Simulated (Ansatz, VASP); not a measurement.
CdF2: VASP beside Ansatz

File INCAR:

```
ALGO = Normal ; EDIFF = 1E-6
ENCUT = 600 ; GGA = PS
GGA_COMPAT = F ; ISIF = 2
ISMEAR = -1 ; LASPH = T
LCHARG = T ; LELF = T
LREAL = F ; LVHAR = T
LWAVE = F ; NBANDS = 24
NELM = 120 ; PREC = Accurate
SIGMA = 0.05
```

File KPOINTS:

```
k-points
0
Gamma
  7 7 7
```

The input POSCAR:

```
CdF2
1.0
    0.0000000000      2.8017600000      2.6940000000
    2.8017600000      0.0000000000      2.6940000000
    2.8017600000      2.8017600000      0.0000000000
Cd F
1 2
Direct
    0.0000000000      0.0000000000      0.0000000000
    0.7500000000      0.7500000000      0.7500000000
    0.2500000000      0.2500000000      0.2500000000
```

input.yaml

```yaml
crystal:
  lattice:
    - [0.0, 2.80176, 2.694]
    - [2.80176, 0.0, 2.694]
    - [2.80176, 2.80176, 0.0]
  atoms:
    - { symbol: Cd, position: [0.0, 0.0, 0.0] }
    - { symbol: F, position: [0.75, 0.75, 0.75] }
    - { symbol: F, position: [0.25, 0.25, 0.25] }
hamiltonian:
  xc: pbesol
  pseudopotentials: { kind: paw }
kpoints:
  mp_grid: { grid: [7, 7, 7] }
scf:
  occupations: { method: fermi_dirac, width: 0.05 }
output:
  forces: true
  stress: true
  eigenvalues: true
```

Alike in both runs: task single point; functional PBEsol; k mesh 7 × 7 × 7; occupations fermi-dirac, width 0.05 eV; no spin polarisation.

|  | VASP | Ansatz |
| --- | --- | --- |
| version | VASP 6.6.1 | Ansatz 0.2.0 |
| potentials or method | VASP PAW PBE potentials, release 64 (Cd_sv_GW, F) | Ansatz PAW |
| plane-wave cutoff (eV) | 600 | 420 |
| valence electrons in the cell | 34 | 34 |

VASP gave:

```
gap on the k mesh at the Fermi level (eV)                     : 2.62
least direct gap on the mesh (eV)                             : 3.19
pressure (GPa)                                                : -7.9
traceless stress, the component that is largest in VASP (GPa) : 2.74
```

Task: What did Ansatz give for the same quantities?

Result: gap on the k mesh at the Fermi level (eV): 2.64; least direct gap on the mesh (eV): 3.20; pressure (GPa): -7.2; traceless stress, the component that is largest in VASP (GPa): 2.75.

VASP's potentials were made for PBE, not for PBEsol. The functional is the same, so the differences come from potentials, cutoffs and numerics.

Noted on Ansatz's run: odd divisions of the mesh miss points on the zone boundary, where band edges often lie, so the gap on the mesh can be too wide.
